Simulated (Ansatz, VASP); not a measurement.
**AlO4 in VASP and in Ansatz**

```
Al O
1.0
     4.09922    0.00000    0.00000
    -2.04961    3.55003    0.00000
     0.00000    0.00000    3.61260
Al O
1 4
Direct
  0.00000 0.00000 0.55313
  0.50000 0.00000 0.55313
  0.00000 0.50000 0.55313
  0.50000 0.50000 0.55313
  0.00000 0.00000 0.05312
```

Alike in both runs: functional PBE; k mesh 6 × 6 × 4; occupations gaussian, width 0.1 eV; collinear spin.

Ansatz relaxed the structure, and its values are those at the end. VASP's run is a single point on that final structure, the one shown.

|  | VASP | Ansatz |
| --- | --- | --- |
| version | VASP 6.6.1 | Ansatz 0.2.0 |
| potentials or method | VASP PAW PBE potentials, release 64 (Al, O), cutoff 520 eV | scalar-relativistic, plane waves, PAW |
| valence electrons in the cell | 27 | 27 |

VASP gave:

| Quantity | Value |
| --- | --- |
| gap on the k mesh at the Fermi level (eV) | none |
| pressure (GPa) | -0.2 |
| net moment per atom (μB) | 0.40 |
| size of the moment on the site where the two differ most (μB) | 0.35 |

Problem. Estimate Ansatz's values.

Solution. gap on the k mesh at the Fermi level (eV): none; pressure (GPa): 0.0; net moment per atom (μB): 0.40; size of the moment on the site where the two differ most (μB): 0.37.

Site moments also hang on the region over which each program counts them. A gap of «none» marks a metal or a gap that the smearing closes.

The k mesh is coarse, so the values compare programs but aren't converged.
